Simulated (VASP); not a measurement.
# Fe (Im-3m) in VASP: a series of runs, part 2 of 2

VASP 6.6.1. Earlier steps stand in the parts before.

### 4 Single point, LDA

This run uses another cell than the first one, of 9.84 Å³/atom, 0.947 times its volume.

The input, INCAR:

```
PREC     = Accurate       # precision mode
ENCUT    = 520            # plane-wave cutoff, eV
EDIFF    = 1E-6           # SCF threshold, eV
ISMEAR   = -1             # smearing method
SIGMA    = 0.1            # smearing width, eV
LREAL    = F              # projectors in reciprocal space
LASPH    = T              # aspherical terms in the spheres
NELM     = 100            # most SCF steps
ALGO     = Normal         # electronic algorithm
ISIF     = 2              # what is computed and relaxed
LWAVE    = F              # write WAVECAR
LCHARG   = T              # write CHGCAR
LELF     = T              # ELF
LVHAR    = T            
NBANDS   = 10             # bands
```

The input, KPOINTS:

```
Automatic mesh
0
Gamma
  3 3 3
```

The input, POSCAR:

```
Fe
1.0
   -1.3498227879      1.3498227879      1.3498227879
    1.3498227879     -1.3498227879      1.3498227879
    1.3498227879      1.3498227879     -1.3498227879
Fe
1
Direct
    0.0000000000      0.0000000000      0.0000000000
```

Potentials or basis: VASP PAW LDA potentials, release 64 (Fe).

Run with:

```bash
cat potpaw_LDA.64/Fe/POTCAR > POTCAR
mpirun -np 1 vasp_std > vasp.out
```

OUTCAR:

```text
PREC = Accurate
   ENCUT = 520
   EDIFF = 1E-6
   ISMEAR = -1
   LREAL = F
   LASPH = T
   NELM = 100
   ISIF = 2

 ion  position               nearest neighbor table
   1  0.000  0.000  0.000-

  LATTYP: Found a body centered cubic cell.
 ALAT       =     2.6996455758

  Lattice vectors:

 A1 = (  -1.3498227879,   1.3498227879,   1.3498227879)
 A2 = (   1.3498227879,  -1.3498227879,   1.3498227879)
 A3 = (   1.3498227879,   1.3498227879,  -1.3498227879)

Analysis of symmetry for initial positions (statically):
=====================================================================
 Subroutine PRICEL returns:
 Original cell was already a primitive cell.

 Routine SETGRP: Setting up the symmetry group for a
 body centered cubic supercell.

 Subroutine GETGRP returns: Found 48 space group operations
 (whereof 48 operations were pure point group operations)
 out of a pool of 48 trial point group operations.

The static configuration has the point symmetry O_h .

Analysis of symmetry for dynamics (positions and initial velocities):
=====================================================================
 Subroutine PRICEL returns:
 Original cell was already a primitive cell.

 Routine SETGRP: Setting up the symmetry group for a
 body centered cubic supercell.

 Subroutine GETGRP returns: Found 48 space group operations
 (whereof 48 operations were pure point group operations)
 out of a pool of 48 trial point group operations.

The dynamic configuration has the point symmetry O_h .

 Subroutine INISYM returns: Found 48 space group operations
 (whereof 48 operations are pure point group operations),
 and found     1 'primitive' translations

----------------------------------------------------------------------------------------

                                     Primitive cell

  volume of cell :       9.8376

  direct lattice vectors                    reciprocal lattice vectors
    -1.349822788  1.349822788  1.349822788     0.000000000  0.370418995  0.370418995
     1.349822788 -1.349822788  1.349822788     0.370418995  0.000000000  0.370418995
     1.349822788  1.349822788 -1.349822788     0.370418995  0.370418995  0.000000000

  length of vectors
     2.337961650  2.337961650  2.337961650     0.523851566  0.523851566  0.523851566

  position of ions in fractional coordinates (direct lattice)
     0.000000000  0.000000000  0.000000000

  ion indices of the primitive-cell ions
   primitive index   ion index
                 1           1

----------------------------------------------------------------------------------------

 KPOINTS: Automatic mesh

Automatic generation of k-mesh.
 Grid dimensions read from file:
 generate k-points for:    3    3    3

 Generating k-lattice:

  Cartesian coordinates                     Fractional coordinates (reciprocal lattice)
     0.000000000  0.123472998  0.123472998     0.333333333  0.000000000  0.000000000
     0.123472998  0.000000000  0.123472998     0.000000000  0.333333333  0.000000000
     0.123472998  0.123472998  0.000000000     0.000000000  0.000000000  0.333333333

  Length of vectors
     0.174617189  0.174617189  0.174617189

  Shift w.r.t. Gamma in fractional coordinates (k-lattice)
     0.000000000  0.000000000  0.000000000

 Subroutine IBZKPT returns following result:
 ===========================================

 Found      4 irreducible k-points:

 Following reciprocal coordinates:
            Coordinates               Weight
  0.000000  0.000000  0.000000      1.000000
  0.333333  0.000000  0.000000     12.000000
  0.333333  0.333333  0.000000      8.000000
 -0.333333  0.333333  0.333333      6.000000
   k-points           NKPTS =      4   k-points in BZ     NKDIM =      4   number of bands    NBANDS=     10
   number of dos      NEDOS =    301   number of ions     NIONS =      1
   total plane-waves  NPLWV =   5832
   dimension x,y,z NGX =    18 NGY =   18 NGZ =   18
   dimension x,y,z NGXF=    36 NGYF=   36 NGZF=   36
   ions per type =               1
   NGX,Y,Z   is equivalent  to a cutoff of  12.80, 12.80, 12.80 a.u.
   NGXF,Y,Z  is equivalent  to a cutoff of  25.60, 25.60, 25.60 a.u.
 SYSTEM =  unknown system
   PREC   = accura    normal or accurate (medium, high low for compatibility)
   ISTART =      0    job   : 0-new  1-cont  2-samecut
   ICHARG =      2    charge: 1-file 2-atom 10-const
   ISPIN  =      1    spin polarized calculation?
   LNONCOLLINEAR =      F non collinear calculations
   LSORBIT =      F    spin-orbit coupling
   LASPH  =      T    aspherical Exc in radial PAW
   ENCUT  =  520.0 eV  38.22 Ry    6.18 a.u.   4.35  4.35  4.35*2*pi/ulx,y,z
   NELM   =    100;   NELMIN=  2; NELMDL= -5     # of ELM steps
   EDIFF  = 0.1E-05   stopping-criterion for ELM
   LREAL  =      F    real-space projection
   EDIFFG = 0.1E-04   stopping-criterion for IOM
   NSW    =      0    number of steps for IOM
   IBRION =     -1    ionic relax: 0-MD 1-quasi-New 2-CG
   NFREE  =      0    steps in history (QN), initial steepest desc. (CG)
   ISIF   =      2    stress and relaxation
   ISYM   =      2    0-nonsym 1-usesym 2-fastsym
   POTIM  = 0.5000    time-step for ionic-motion
   TEBEG  =    0.0;   TEEND  =   0.0 temperature during run
   PSTRESS=    0.0 pullay stress
   NELECT =       8.0000    total number of electrons
   NUPDOWN=      -1.0000    fix difference up-down
   EMIN   =  10.00;   EMAX   =-10.00  energy-range for DOS
   EFERMI =   0.00;   METHOD = LEGACY
   ISMEAR =    -1;   SIGMA  =   0.10  broadening in eV -4-tet -1-fermi 0-gaus
   EFERMI_NEDOS =   21; number of points for ismear=-14 and -15
   IALGO  =     38    algorithm
   IMIX   =      4    mixing-type and parameters
     AMIX     =   0.40;   BMIX     =  1.00
     AMIX_MAG =   1.60;   BMIX_MAG =  1.00
  volume/ion in A,a.u.               =       9.84        66.39
  Fermi-wavevector in a.u.,A,eV,Ry     =   1.528064  2.887621 31.769306  2.334978
  Thomas-Fermi vector in A             =   2.635874
   LORBIT       =      0    0 simple, 1 ext, 2 COOP (PROOUT), +10 PAW based schemes
   GGA     = CA    functional components
   LHFCALC =     F    Hartree Fock is set to
   AEXX    =    0.0000 exact exchange contribution
   IVDW    =     0    specifies the selected vdW correction
   LEPSILON=     F    determine dielectric tensor
   LRPA    =     F    only Hartree local field effects (RPA)
 non-spin polarized calculation
  energy-cutoff  :      520.00
  volume of cell :        9.84
 maximum number of plane-waves:       267
 NGX is ok and might be reduce to    18
   NGX =  9   NGY =  9   NGZ =  9

 number of electron       8.0000003 magnetization

 Free energy of the ion-electron system (eV)
  ---------------------------------------------------
  ext. energy  EPLUGINS =         0.00000000
  ---------------------------------------------------
  free energy    TOTEN  =        -8.33527384 eV

  energy without entropy =       -8.17223798  energy(sigma->0) =       -8.25375591

 E-fermi :   7.2156     XC(G=0): -14.3050

 val. band max:        7.1188373382   @ k =   0.0000   0.0000   0.0000
 cond. band min:       7.2932810784   @ k =   0.3333   0.0000   0.0000
 fundamental gap:      0.1744437402
 Fermi energy:         7.2155980623

 k-point     1 :       0.0000    0.0000    0.0000
  band No.  band energies     occupation
      1      -1.8717      2.00000
      2       5.2069      2.00000
      3       5.2069      2.00000
      4       5.2069      2.00000
      5       7.1188      1.44928
      6       7.1188      1.44928
      7      33.7275      0.00000
      8      33.7275      0.00000
      9      33.7275      0.00000
     10      39.9806      0.00000

 k-point     2 :       0.3333    0.0000    0.0000
  band No.  band energies     occupation
      1       1.6413      2.00000
      2       4.1248      2.00000
      3       5.5150      2.00000
      4       6.9601      1.85587
      5       7.2933      0.63001
      6       7.6591      0.02343
      7      21.1880      0.00000
      8      28.4787      0.00000
      9      32.1823      0.00000
     10      33.2881      0.00000

 k-point     3 :       0.3333    0.3333    0.0000
  band No.  band energies     occupation
      1       3.4140      2.00000
      2       4.1955      2.00000
      3       4.1955      2.00000
      4       7.3549      0.39790
      5       7.3549      0.39790
      6      15.4168      0.00000
      7      15.4168      0.00000
      8      18.5938      0.00000
      9      28.6427      0.00000
     10      38.0369      0.00000

 k-point     4 :      -0.3333    0.3333    0.3333
  band No.  band energies     occupation
      1       2.8968      2.00000
      2       3.2902      2.00000
      3       6.6089      1.99537
      4       6.6089      1.99537
      5       7.4970      0.11314
      6      11.2692      0.00000
      7      22.6806      0.00000
      8      22.6806      0.00000
      9      25.5955      0.00000
     10      27.9659      0.00000

------------------------ aborting loop because EDIFF is reached ----------------------------------------

  FORCE on cell =-STRESS in cart. coord.  units (eV):
  Direction    XX          YY          ZZ          XY          YZ          ZX
  --------------------------------------------------------------------------------------
  -------------------------------------------------------------------------------------
  Total        1.3182610      1.3182610      1.3182610      0.0000000      0.0000000      0.0000000
  in kB      214.6949041    214.6949041    214.6949041      0.0000000      0.0000000      0.0000000
  external PRESSURE =     214.6949041 kB  Pullay stress =       0.0000000 kB

 VOLUME and BASIS-vectors are now :
 -----------------------------------------------------------------------------
  energy-cutoff  :      520.00
  volume of cell :        9.84
      direct lattice vectors                 reciprocal lattice vectors
    -1.349822788  1.349822788  1.349822788     0.000000000  0.370418995  0.370418995
     1.349822788 -1.349822788  1.349822788     0.370418995  0.000000000  0.370418995
     1.349822788  1.349822788 -1.349822788     0.370418995  0.370418995  0.000000000

 POSITION                                       TOTAL-FORCE (eV/Angst)
 -----------------------------------------------------------------------------------
      0.00000      0.00000      0.00000        -0.000000      0.000000     -0.000000
 -----------------------------------------------------------------------------------
    total drift:                                0.000000     -0.000000      0.000000

  FREE ENERGIE OF THE ION-ELECTRON SYSTEM (eV)
  ---------------------------------------------------
  free  energy   TOTEN  =        -8.3352738441 eV

  energy  without entropy=       -8.1722379784  energy(sigma->0) =       -8.25375591
```

Wall time 1.2 s (1 thread of AMD EPYC 7R13 (Zen 3), shared host); peak memory 0.08 GiB.

Results:

```
Free energy            : -8.3353 eV
Pressure               : 21.5 GPa
Band gap on the k mesh : zero (band 4 reaches 7.35 eV, above the bottom of band 5 at 7.12 eV)
```

Caveat: the k points lie up to 1.10 Å⁻¹ apart; the run has no spin polarisation, though such a crystal can be magnetic.

### 5 Single point, LDA

This run uses another cell than the first one, of 9.84 Å³/atom, 0.947 times its volume.

The input, INCAR:

```
SYSTEM = Fe
  PREC = Accurate
  ENCUT = 520
  EDIFF = 1E-7
  ISMEAR = -1
  SIGMA = 0.1
  LREAL = .False.
  LASPH = .True.
  NELM = 100
  ALGO = Normal
  ISIF = 2
  LWAVE = .False.
  LCHARG = .True.
  GGA = CA
  LELF = .True.
  LVHAR = .True.
  NBANDS = 10
```

The input, KPOINTS:

```
regular mesh
0
Gamma
  4 4 4
  0 0 0
```

POSCAR is that of step 4.

Run with:

```bash
cat potpaw_LDA.64/Fe/POTCAR > POTCAR
mpirun -np 1 vasp_std > vasp.out
```

Run time: 1.6 s. Hardware: 1 thread of AMD EPYC 7R13 (Zen 3), shared host; peak memory 0.08 GiB.

Results (log left out):

```yaml
Free_energy: -8.9968 eV
Pressure: 0.3 GPa
Band_gap_on_the_k_mesh: zero (band 4 reaches 8.74 eV, above the bottom of band 5 at 7.10 eV)
```

Levels at points of the mesh, in eV from the Fermi level:
| k point | band 1 | band 2 | band 3 | band 4 | band 5 | band 6 | band 7 | band 8 | band 9 |
| --- | --- | --- | --- | --- | --- | --- | --- | --- | --- |
| (0.00, 0.00, 0.00) | -9.28 | -1.82 | -1.82 | -1.82 | 0.04 | 0.04 | 26.28 | 26.28 | 26.28 |
| (0.50, 0.00, 0.00) | -5.27 | -3.27 | 0.05 | 0.33 | 0.52 | 1.72 | 9.32 | 19.53 | 22.68 |
| (0.50, 0.50, 0.50) | -5.10 | -5.10 | 1.36 | 1.36 | 1.36 | 11.05 | 11.05 | 11.05 | 17.73 |

Caveat: the k points lie up to 0.82 Å⁻¹ apart; the run has no spin polarisation, though such a crystal can be magnetic.

### 6 Single point, LDA

This run uses another cell than the first one, of 9.84 Å³/atom, 0.947 times its volume.

The input, INCAR:

```
SYSTEM = Fe
PREC     = Accurate       ! precision mode
ENCUT    = 520            ! plane-wave cutoff, eV
EDIFF    = 1E-6           ! SCF threshold, eV
ISMEAR   = -1             ! smearing method
SIGMA    = 0.1            ! smearing width, eV
LREAL    = .FALSE.        ! projectors in reciprocal space
LASPH    = .TRUE.         ! aspherical terms in the spheres
NELM     = 60             ! most SCF steps
ALGO     = Normal         ! electronic algorithm
ISIF     = 2              ! what is computed and relaxed
LWAVE    = .FALSE.        ! write WAVECAR
LCHARG   = .FALSE.        ! write CHGCAR
NBANDS   = 10             ! bands
```

The input, KPOINTS:

```
Automatic mesh
0
G
  6 6 6
  0 0 0
```

POSCAR is that of step 5.

Potentials or basis: VASP PAW LDA potentials, release 64 (Fe).

Run with:

```bash
cat potpaw_LDA.64/Fe/POTCAR > POTCAR
mpirun -np 1 vasp_std > vasp.out
```

Wall time 1.8 s (1 thread of AMD EPYC 7R13 (Zen 3), shared host); peak memory 0.08 GiB.

The run converged. Its results:

| Item | Value |
| --- | --- |
| Free energy | -8.9709 eV |
| Pressure | 1.2 GPa |
| Band gap on the k mesh | zero (band 4 reaches 8.56 eV, above the bottom of band 5 at 6.17 eV) |

Levels at points of the mesh, in eV from the Fermi level:
```
           k point  band 2  band 3  band 4  band 5  band 6  band 7
(0.00, 0.00, 0.00)   -2.01   -2.01   -2.01   -0.09   -0.09   26.26
(0.50, 0.00, 0.00)   -3.45   -0.10    0.19    0.49    1.50    9.20
(0.50, 0.50, 0.50)   -5.19    1.14    1.14    1.14   10.99   10.99
```

Caveat: the k points lie up to 0.55 Å⁻¹ apart; the run has no spin polarisation, though such a crystal can be magnetic. Spin polarisation is off, so any magnetic state and its effect on volume and gap are missing.

### 7 Overview

| spin | cell | k mesh | smearing | gap on the mesh (eV) | pressure (GPa) | moment (μB) |
| --- | --- | --- | --- | --- | --- | --- |
| collinear, ferromagnetic start | a = 2.381 Å, angles 109.5°, 1 atom | 16 × 16 × 16 | fermi-dirac 0.2 eV | none | -1.3 | 1.83 |
| collinear, ferromagnetic start | a = 2.381 Å, angles 109.5°, 1 atom | 16 × 16 × 16 | fermi-dirac 0.3 eV | none | -2.5 | 1.57 |
| off | a = 2.338 Å, angles 109.5°, 1 atom | 3 × 3 × 3 | fermi-dirac 0.1 eV | none | 21.5 | - |
| off | a = 2.338 Å, angles 109.5°, 1 atom | 4 × 4 × 4 | fermi-dirac 0.1 eV | none | 0.3 | - |
| off | a = 2.338 Å, angles 109.5°, 1 atom | 6 × 6 × 6 | fermi-dirac 0.1 eV | none | 1.2 | - |

Alike in all rows: task single point; level LDA; potentials or basis VASP PAW LDA potentials, release 64 (Fe); cutoff (eV) 520.

Caveats: some runs use coarse meshes.

Total energies depend on the potentials used, so only differences within one code and one set of settings carry meaning.
